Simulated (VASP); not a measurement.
# HfC (Fm-3m) in VASP: a series of runs

Runs on HfC. Level: r2SCAN. Tasks: single point, relaxation of cell and atoms.

Everything below comes from runs of VASP 6.6.1. Logs are shortened: lines on timing, memory, paths and dates and some standing lists are left out, and cuts for length are marked.

## (1) The cell of the first run

Symmetry: Fm-3m, No. 225, cubic system. The conventional cell has a = 4.641 Å, b = 4.641 Å, c = 4.641 Å, α = 90.00°, β = 90.00°, γ = 90.00°. Within 3.1 Å of Hf (site symmetry m-3m) lie 6 C at 2.32 Å. C (site symmetry m-3m) has 6 Hf at 2.32 Å within 3.1 Å.

## (2) Single point, r2SCAN

Input file POSCAR:

```
HfC
1.0
    0.0000000000      2.3202664657      2.3202664657
    2.3202664657      0.0000000000      2.3202664657
    2.3202664657      2.3202664657      0.0000000000
Hf C
1 1
Direct
    0.0000000000      0.0000000000      0.0000000000
    0.5000000000      0.5000000000      0.5000000000
```

Input file INCAR.step1:

```
PREC = Accurate ; ENCUT = 520
ISMEAR = -1 ; SIGMA = 0.05
LREAL = F ; LASPH = T
NELM = 60 ; NBANDS = 14
GGA = PE ; ALGO = Normal
EDIFF = 1E-4 ; LWAVE = T
LCHARG = F
```

Input file INCAR.step2:

```
PREC = Accurate ; ENCUT = 520
EDIFF = 1E-6 ; ISMEAR = -1
SIGMA = 0.05 ; LREAL = F
LASPH = T ; NELM = 60
ALGO = Normal ; ISIF = 2
LWAVE = F ; LCHARG = T
METAGGA = R2SCAN ; LMIXTAU = T
LELF = T ; LVHAR = T
NBANDS = 14 ; ISTART = 1
```

Input file KPOINTS:

```
regular mesh
0
Gamma
  8 8 8
```

Potentials or basis: VASP PAW PBE potentials, release 64 (Hf_pv, C).

Launch:

```sh
$ cat potpaw_PBE.64/Hf_pv/POTCAR potpaw_PBE.64/C/POTCAR > POTCAR
$ cp INCAR.step1 INCAR
$ mpirun -np 1 vasp_std > vasp.out
$ cp INCAR.step2 INCAR
$ mpirun -np 1 vasp_std > vasp.out
```

OUTCAR:

```text
PREC = Accurate
   ENCUT = 520
   EDIFF = 1E-6
   ISMEAR = -1
   LREAL = F
   LASPH = T
   NELM = 60
   ISIF = 2
   METAGGA = R2SCAN
   ISTART = 1

 ion  position               nearest neighbor table
   1  0.000  0.000  0.000-   2 2.32   2 2.32   2 2.32   2 2.32   2 2.32   2 2.32
   2  0.500  0.500  0.500-   1 2.32   1 2.32   1 2.32   1 2.32   1 2.32   1 2.32

  LATTYP: Found a face centered cubic cell.
 ALAT       =     4.6405329314

  Lattice vectors:

 A1 = (   0.0000000000,   2.3202664657,   2.3202664657)
 A2 = (   2.3202664657,   0.0000000000,   2.3202664657)
 A3 = (   2.3202664657,   2.3202664657,   0.0000000000)

Analysis of symmetry for initial positions (statically):
=====================================================================
 Subroutine PRICEL returns:
 Original cell was already a primitive cell.

 Routine SETGRP: Setting up the symmetry group for a
 face centered cubic supercell.

 Subroutine GETGRP returns: Found 48 space group operations
 (whereof 48 operations were pure point group operations)
 out of a pool of 48 trial point group operations.

The static configuration has the point symmetry O_h .

Analysis of symmetry for dynamics (positions and initial velocities):
=====================================================================
 Subroutine PRICEL returns:
 Original cell was already a primitive cell.

 Routine SETGRP: Setting up the symmetry group for a
 face centered cubic supercell.

 Subroutine GETGRP returns: Found 48 space group operations
 (whereof 48 operations were pure point group operations)
 out of a pool of 48 trial point group operations.

The dynamic configuration has the point symmetry O_h .

 Subroutine INISYM returns: Found 48 space group operations
 (whereof 48 operations are pure point group operations),
 and found     1 'primitive' translations

----------------------------------------------------------------------------------------

                                     Primitive cell

  volume of cell :      24.9829

  direct lattice vectors                    reciprocal lattice vectors
     0.000000000  2.320266466  2.320266466    -0.215492491  0.215492491  0.215492491
     2.320266466  0.000000000  2.320266466     0.215492491 -0.215492491  0.215492491
     2.320266466  2.320266466  0.000000000     0.215492491  0.215492491 -0.215492491

  length of vectors
     3.281352304  3.281352304  3.281352304     0.373243943  0.373243943  0.373243943

  position of ions in fractional coordinates (direct lattice)
     0.000000000  0.000000000  0.000000000
     0.500000000  0.500000000  0.500000000

[... 81 lines left out ...]
   NFREE  =      0    steps in history (QN), initial steepest desc. (CG)
   ISIF   =      2    stress and relaxation
   ISYM   =      2    0-nonsym 1-usesym 2-fastsym
   POTIM  = 0.5000    time-step for ionic-motion
   TEBEG  =    0.0;   TEEND  =   0.0 temperature during run
   PSTRESS=    0.0 pullay stress
   NELECT =      14.0000    total number of electrons
   NUPDOWN=      -1.0000    fix difference up-down
   EMIN   =  10.00;   EMAX   =-10.00  energy-range for DOS
   EFERMI =   0.00;   METHOD = LEGACY
   ISMEAR =    -1;   SIGMA  =   0.05  broadening in eV -4-tet -1-fermi 0-gaus
   EFERMI_NEDOS =   21; number of points for ismear=-14 and -15
   IALGO  =     38    algorithm
   IMIX   =      4    mixing-type and parameters
     AMIX     =   0.40;   BMIX     =  1.00
     AMIX_MAG =   1.60;   BMIX_MAG =  1.00
  volume/ion in A,a.u.               =      12.49        84.30
  Fermi-wavevector in a.u.,A,eV,Ry     =   1.349697  2.550558 24.785492  1.821682
  Thomas-Fermi vector in A             =   2.477263
   LORBIT       =      0    0 simple, 1 ext, 2 COOP (PROOUT), +10 PAW based schemes
   METAGGA = R2SCAN    functional components
   LHFCALC =     F    Hartree Fock is set to
   AEXX    =    0.0000 exact exchange contribution
   IVDW    =     0    specifies the selected vdW correction
   LEPSILON=     F    determine dielectric tensor
   LRPA    =     F    only Hartree local field effects (RPA)
 non-spin polarized calculation
  energy-cutoff  :      520.00
  volume of cell :       24.98
 maximum number of plane-waves:       692
   NGX = 13   NGY = 13   NGZ = 13

 number of electron      14.0000001 magnetization

 Free energy of the ion-electron system (eV)
  ---------------------------------------------------
  ext. energy  EPLUGINS =         0.00000000
  ---------------------------------------------------
  free energy    TOTEN  =       -57.33894630 eV

  energy without entropy =      -57.33711588  energy(sigma->0) =      -57.33803109

 E-fermi :   5.8369     XC(G=0): -13.1370

 val. band max:        5.7690160634   @ k =   0.5000   0.5000   0.0000
 cond. band min:       5.9331476195   @ k =   0.1250   0.1250   0.0000
 fundamental gap:      0.1641315561
 Fermi energy:         5.8369045881

 k-point     1 :       0.0000    0.0000    0.0000
  band No.  band energies     occupation
      1     -24.7796      2.00000
      2     -24.7796      2.00000
      3     -24.7796      2.00000
      4      -7.1265      2.00000
      5       6.9477      0.00000
      6       6.9477      0.00000
      7       6.9477      0.00000
      8       7.5788      0.00000
      9       7.5788      0.00000
     10       7.5788      0.00000
     11       9.5032      0.00000
     12       9.5032      0.00000
     13      13.4796      0.00000
     14      17.7200      0.00000
[... 377 lines left out ...]
      1     -25.3750      2.00000
      2     -25.0286      2.00000
      3     -24.9081      2.00000
      4      -3.9639      2.00000
      5       0.7811      2.00000
      6       3.0141      2.00000
      7       3.2834      2.00000
      8      10.1593      0.00000
      9      10.5232      0.00000
     10      12.3822      0.00000
     11      15.2999      0.00000
     12      15.9763      0.00000
     13      17.5192      0.00000
     14      18.7258      0.00000

 [... further k-points ...]
[... 5 lines left out ...]
  --------------------------------------------------------------------------------------
  -------------------------------------------------------------------------------------
  Total       -0.1634127     -0.1634127     -0.1634127      0.0000000      0.0000000     -0.0000000
  in kB      -10.4797983    -10.4797983    -10.4797983      0.0000000      0.0000000     -0.0000000
  external PRESSURE =     -10.4797983 kB  Pullay stress =       0.0000000 kB

 VOLUME and BASIS-vectors are now :
 -----------------------------------------------------------------------------
  energy-cutoff  :      520.00
  volume of cell :       24.98
      direct lattice vectors                 reciprocal lattice vectors
     0.000000000  2.320266466  2.320266466    -0.215492491  0.215492491  0.215492491
     2.320266466  0.000000000  2.320266466     0.215492491 -0.215492491  0.215492491
     2.320266466  2.320266466  0.000000000     0.215492491  0.215492491 -0.215492491

 POSITION                                       TOTAL-FORCE (eV/Angst)
 -----------------------------------------------------------------------------------
      0.00000      0.00000      0.00000         0.000000      0.000000      0.000000
      2.32027      2.32027      2.32027         0.000000      0.000000      0.000000
 -----------------------------------------------------------------------------------
    total drift:                                0.000000     -0.000000     -0.000000

  FREE ENERGIE OF THE ION-ELECTRON SYSTEM (eV)
  ---------------------------------------------------
  free  energy   TOTEN  =       -57.3389463035 eV

  energy  without entropy=      -57.3371158817  energy(sigma->0) =      -57.33803109
```

OSZICAR.step1:

```text
N       E                     dE             d eps       ncg     rms          rms(c)
DAV:   1     0.264240646413E+02    0.26424E+02   -0.72503E+03   812   0.959E+02
DAV:   2    -0.226156307366E+02   -0.49040E+02   -0.46426E+02  1072   0.204E+02
DAV:   3    -0.242100789590E+02   -0.15944E+01   -0.15891E+01   938   0.273E+01
DAV:   4    -0.242171243869E+02   -0.70454E-02   -0.70450E-02   968   0.227E+00
DAV:   5    -0.242171680388E+02   -0.43652E-04   -0.43652E-04   946   0.157E-01    0.575E+01
DAV:   6    -0.211094855550E+02    0.31077E+01   -0.12006E+01   872   0.182E+01    0.413E+01
DAV:   7    -0.210573436355E+02    0.52142E-01   -0.53610E-01  1010   0.516E+00    0.249E+01
DAV:   8    -0.210492877104E+02    0.80559E-02   -0.71627E-02   956   0.213E+00    0.630E+00
DAV:   9    -0.210427861853E+02    0.65015E-02   -0.22941E-02   878   0.886E-01    0.207E+00
DAV:  10    -0.210425372963E+02    0.24889E-03   -0.12425E-03  1004   0.267E-01    0.696E-02
DAV:  11    -0.210425311153E+02    0.61811E-05   -0.73715E-05   610   0.696E-02
   1 F= -.21042531E+02 E0= -.21041268E+02  d E =-.252565E-02
```

Run time: 28 s. Hardware: 1 thread of Intel Xeon 6975P-C (Granite Rapids), shared host; peak memory 0.14 GiB.

What came out:

```
Free energy            : -57.3389 eV
Pressure               : -1.0 GPa
Band gap on the k mesh : zero (band 7 reaches 6.95 eV, above the bottom of band 8 at 5.60 eV)
```

Levels at points of the mesh, in eV from the Fermi level:
| k point | band 5 | band 6 | band 7 | band 8 | band 9 | band 10 |
| --- | --- | --- | --- | --- | --- | --- |
| (0.00, 0.00, 0.00) | 1.11 | 1.11 | 1.11 | 1.74 | 1.74 | 1.74 |
| (0.50, 0.00, 0.00) | -6.24 | -3.07 | -3.07 | 5.79 | 5.79 | 6.34 |
| (0.50, 0.50, 0.00) | -2.70 | -1.53 | -0.07 | -0.07 | 5.61 | 7.22 |

Caveat: the PAW data sets were made with another functional, which shifts forces and pressure a little; spin-orbit coupling is left out, which moves the levels of the heavy elements.

## (3) Relaxation of cell and atoms, r2SCAN

This run uses another cell than the first one, of 12.57 Å³/atom, 1.006 times its volume.

Input file POSCAR:

```
HfC
1.0
    0.0000000000      2.3250000000      2.3250000000
    2.3250000000      0.0000000000      2.3250000000
    2.3250000000      2.3250000000      0.0000000000
Hf C
1 1
Direct
    0.0000000000      0.0000000000      0.0000000000
    0.5000000000      0.5000000000      0.5000000000
```

Input file INCAR.step1:

```
SYSTEM = HfC
PREC = Accurate ; ENCUT = 600
ISMEAR = -1 ; SIGMA = 0.05
LREAL = .FALSE. ; LASPH = .TRUE.
NELM = 60 ; GGA = PE
ALGO = Normal ; EDIFF = 1E-4
LWAVE = .TRUE. ; LCHARG = .FALSE.
```

Input file INCAR.step2:

```
SYSTEM = HfC
PREC = Accurate ; ENCUT = 600
EDIFF = 1E-6 ; ISMEAR = -1
SIGMA = 0.05 ; LREAL = .FALSE.
LASPH = .TRUE. ; NELM = 60
ALGO = Normal ; ISIF = 3
LWAVE = .FALSE. ; LCHARG = .FALSE.
METAGGA = R2SCAN ; LMIXTAU = .TRUE.
IBRION = 2 ; NSW = 80
EDIFFG = -0.01 ; ISTART = 1
```

Input file KPOINTS:

```
Automatic mesh
0
G
  8 8 8
  0 0 0
```

Potentials or basis: VASP PAW PBE potentials, release 64 (Hf_pv, C).

Launch:

```sh
$ cat potpaw_PBE.64/Hf_pv/POTCAR potpaw_PBE.64/C/POTCAR > POTCAR
$ cp INCAR.step1 INCAR
$ mpirun -np 1 vasp_std > vasp.out
$ cp INCAR.step2 INCAR
$ mpirun -np 1 vasp_std > vasp.out
```

OUTCAR:

```text
SYSTEM = HfC
   PREC = Accurate
   ENCUT = 600
   EDIFF = 1E-6
   ISMEAR = -1
   LREAL = .FALSE.
   LASPH = .TRUE.
   NELM = 60
   ISIF = 3
   METAGGA = R2SCAN
   IBRION = 2
   NSW = 80
   EDIFFG = -0.01
   ISTART = 1

 ion  position               nearest neighbor table
   1  0.000  0.000  0.000-   2 2.33   2 2.33   2 2.33   2 2.33   2 2.33   2 2.33
   2  0.500  0.500  0.500-   1 2.33   1 2.33   1 2.33   1 2.33   1 2.33   1 2.33

  LATTYP: Found a face centered cubic cell.
 ALAT       =     4.6500000000

  Lattice vectors:

 A1 = (   0.0000000000,   2.3250000000,   2.3250000000)
 A2 = (   2.3250000000,   0.0000000000,   2.3250000000)
 A3 = (   2.3250000000,   2.3250000000,   0.0000000000)

Analysis of symmetry for initial positions (statically):
=====================================================================
 Subroutine PRICEL returns:
 Original cell was already a primitive cell.

 Routine SETGRP: Setting up the symmetry group for a
 face centered cubic supercell.

 Subroutine GETGRP returns: Found 48 space group operations
 (whereof 48 operations were pure point group operations)
 out of a pool of 48 trial point group operations.

The static configuration has the point symmetry O_h .
[... 170 lines left out ...]
  Total       -0.4180213     -0.4180213     -0.4180213     -0.0000000      0.0000000     -0.0000000
  in kB      -26.6446573    -26.6446573    -26.6446573     -0.0000000      0.0000000     -0.0000000
  external PRESSURE =     -26.6446573 kB  Pullay stress =       0.0000000 kB
[... 59 lines left out ...]
--------------------------------------- Ionic step        3  -------------------------------------------

 number of electron      14.0000000 magnetization

 Free energy of the ion-electron system (eV)
  ---------------------------------------------------
  ext. energy  EPLUGINS =         0.00000000
  ---------------------------------------------------
  free energy    TOTEN  =       -57.34112967 eV

  energy without entropy =      -57.33927359  energy(sigma->0) =      -57.34020163

 E-fermi :   5.8710     XC(G=0): -13.1612

 val. band max:        5.8070786968   @ k =   0.5000   0.5000   0.0000
 cond. band min:       5.9650144445   @ k =   0.1250   0.1250   0.0000
 fundamental gap:      0.1579357477
 Fermi energy:         5.8710066918

 k-point     1 :       0.0000    0.0000    0.0000
  band No.  band energies     occupation
      1     -24.7240      2.00000
      2     -24.7240      2.00000
      3     -24.7240      2.00000
      4      -7.1162      2.00000
      5       6.9833      0.00000
      6       6.9833      0.00000
      7       6.9833      0.00000
      8       7.6139      0.00000
      9       7.6139      0.00000
     10       7.6139      0.00000
     11       9.5514      0.00000
[... 309 lines left out ...]
 k-point    24 :      -0.3750    0.2500    0.1250
  band No.  band energies     occupation
      1     -25.3295      2.00000
      2     -24.9771      2.00000
      3     -24.8545      2.00000
      4      -3.9371      2.00000
      5       0.8000      2.00000
      6       3.0400      2.00000
      7       3.3055      2.00000
      8      10.2080      0.00000
      9      10.5748      0.00000
     10      12.4470      0.00000
     11      15.3824      0.00000

 [... further k-points ...]
[... 5 lines left out ...]
  --------------------------------------------------------------------------------------
  -------------------------------------------------------------------------------------
  Total       -0.0124582     -0.0124582     -0.0124582      0.0000000     -0.0000000      0.0000000
  in kB       -0.8024815     -0.8024815     -0.8024815      0.0000000     -0.0000000      0.0000000
  external PRESSURE =      -0.8024815 kB  Pullay stress =       0.0000000 kB
[... 17 lines left out ...]
  FREE ENERGIE OF THE ION-ELECTRON SYSTEM (eV)
  ---------------------------------------------------
  free  energy   TOTEN  =       -57.3411296739 eV

  energy  without entropy=      -57.3392735925  energy(sigma->0) =      -57.34020163

 reached required accuracy - stopping structural energy minimisation
```

Run time: 1.9 min. Hardware: 1 thread of Intel Xeon 6975P-C (Granite Rapids), shared host; peak memory 0.18 GiB.

Results:

- Free energy: -57.3411 eV
- Relaxed volume: 12.44 Å³/atom
- Relaxed cell: a = 3.277 Å, b = 3.277 Å, c = 3.277 Å, α = 60.00°, β = 60.00°, γ = 60.00°
- Space group after relaxing (to 0.05 Å): Fm-3m (No. 225)
- Energy gained by relaxing: 1.1 meV/atom
- Ionic steps: 3
- Pressure after relaxing: -0.1 GPa
- Band gap on the k mesh: zero (band 7 reaches 6.98 eV, above the bottom of band 8 at 5.64 eV)

The path:
| step | energy change (eV) | largest force (eV/Å) | pressure (GPa) | volume (Å³) |
| --- | --- | --- | --- | --- |
| 1 | 0.0000 | 0.0000 | -2.66 | 25.14 |
| 2 | 0.0055 | 0.0000 | 5.13 | 24.38 |
| 3 | -0.0022 | 0.0000 | -0.08 | 24.87 |

Final structure:
```yaml
crystal:
  lattice:
    - [0.00000, 2.31686, 2.31686]
    - [2.31686, 0.00000, 2.31686]
    - [2.31686, 2.31686, 0.00000]
  atoms:
    - { symbol: Hf, position: [0.00000, 0.00000, 0.00000] }
    - { symbol: C, position: [0.50000, 0.50000, 0.50000] }
```

Levels at points of the mesh, in eV from the Fermi level:
```csv
k point,band 5,band 6,band 7,band 8,band 9,band 10
"(0.00, 0.00, 0.00)",1.11,1.11,1.11,1.74,1.74,1.74
"(0.50, 0.00, 0.00)",-6.26,-3.08,-3.08,5.82,5.82,6.37
"(0.50, 0.50, 0.00)",-2.70,-1.55,-0.06,-0.06,5.63,7.26
```

Caveat: the PAW data sets were made with another functional, which shifts forces and pressure a little; spin-orbit coupling is left out, which moves the levels of the heavy elements.

## (4) Relaxation of cell and atoms, r2SCAN, target pressure 15 GPa, at which the enthalpy is minimised

This run uses another cell than the first one, of 12.57 Å³/atom, 1.006 times its volume.

POSCAR is that of step 3.

Input file INCAR.step1:

```
ALGO = Normal ; EDIFF = 1E-4
ENCUT = 600 ; GGA = PE
ISMEAR = -1 ; LASPH = T
LCHARG = F ; LREAL = F
LWAVE = T ; NELM = 100
PREC = Accurate ; SIGMA = 0.05
```

Input file INCAR.step2:

```
ALGO = Normal ; EDIFF = 1E-7
EDIFFG = -0.01 ; ENCUT = 600
IBRION = 2 ; ISIF = 3
ISMEAR = -1 ; ISTART = 1
LASPH = T ; LCHARG = F
LMIXTAU = T ; LREAL = F
LWAVE = F ; METAGGA = R2SCAN
NELM = 100 ; NSW = 80
PREC = Accurate ; PSTRESS = 150.0
SIGMA = 0.05
```

Input file KPOINTS:

```
k-points
0
Gamma
  8 8 8
```

Launch:

```sh
$ cat potpaw_PBE.64/Hf_pv/POTCAR potpaw_PBE.64/C/POTCAR > POTCAR
$ cp INCAR.step1 INCAR
$ mpirun -np 1 vasp_std > vasp.out
$ cp INCAR.step2 INCAR
$ mpirun -np 1 vasp_std > vasp.out
```

Run time: 3 min. Hardware: 1 thread of Intel Xeon 6975P-C (Granite Rapids), shared host; peak memory 0.18 GiB.

It converged, with:

- Free energy: -57.2841 eV
- Relaxed volume: 11.79 Å³/atom
- Relaxed cell: a = 3.219 Å, b = 3.219 Å, c = 3.219 Å, α = 60.00°, β = 60.00°, γ = 60.00°
- Space group after relaxing (to 0.05 Å): Fm-3m (No. 225)
- Energy change on relaxing (the enthalpy is what falls): +27.4 meV/atom
- Ionic steps: 4
- Pressure after relaxing: 14.9 GPa
- Band gap on the k mesh: zero (band 7 reaches 7.43 eV, above the bottom of band 8 at 5.93 eV)

Step by step:
| step | energy change (eV) | largest force (eV/Å) | pressure (GPa) | volume (Å³) |
| --- | --- | --- | --- | --- |
| 1 | 0.0000 | 0.0000 | -2.67 | 25.14 |
| 2 | 0.8602 | 0.0000 | 73.32 | 20.42 |
| 3 | 0.0492 | 0.0000 | 14.05 | 23.65 |
| 4 | 0.0549 | 0.0000 | 14.87 | 23.58 |

Final structure:
```
Hf C
1.0
     0.00000    2.27608    2.27608
     2.27608    0.00000    2.27608
     2.27608    2.27608    0.00000
Hf C
1 1
Direct
  0.00000 0.00000 0.00000
  0.50000 0.50000 0.50000
```

Levels at points of the mesh, in eV from the Fermi level:
| k point | band 4 | band 5 | band 6 | band 7 | band 8 | band 9 | band 10 | band 11 |
| --- | --- | --- | --- | --- | --- | --- | --- | --- |
| (0.00, 0.00, 0.00) | -13.28 | 1.13 | 1.13 | 1.13 | 1.74 | 1.74 | 1.74 | 3.84 |
| (0.50, 0.00, 0.00) | -9.14 | -6.53 | -3.30 | -3.30 | 6.13 | 6.13 | 6.72 | 7.40 |
| (0.50, 0.50, 0.00) | -11.38 | -2.64 | -1.77 | -0.02 | -0.02 | 5.94 | 7.69 | 7.69 |

Caveat: the cell is relaxed towards a set pressure, so the enthalpy falls and the energy may rise; the PAW data sets were made with another functional, which shifts forces and pressure a little; spin-orbit coupling is left out, which moves the levels of the heavy elements.

## (5) Summary

| task | cell | cutoff (eV) | gap on the mesh (eV) | pressure (GPa) |
| --- | --- | --- | --- | --- |
| single point | a = 3.281 Å, angles 60.0°, 2 atoms | 520 | none | -1.0 |
| relaxation of cell and atoms | relaxed from a = 3.288 Å, angles 60.0°, 2 atoms | 600 | none | -0.1 |
| relaxation of cell and atoms | relaxed to 15 GPa from a = 3.288 Å, angles 60.0°, 2 atoms | 600 | none | 14.9 |

Alike in all rows: level r2SCAN; potentials or basis VASP PAW PBE potentials, release 64 (Hf_pv, C); no spin polarisation; k mesh 8 × 8 × 8; smearing fermi-dirac 0.05 eV.

Caveats: the PAW data sets were made with another functional, which shifts forces and pressure a little; spin-orbit coupling is left out, which moves the levels of the heavy elements; the cell is relaxed towards a set pressure, so the enthalpy falls and the energy may rise (some runs).

Total energies depend on the potentials used, so only differences within one code and one set of settings carry meaning.
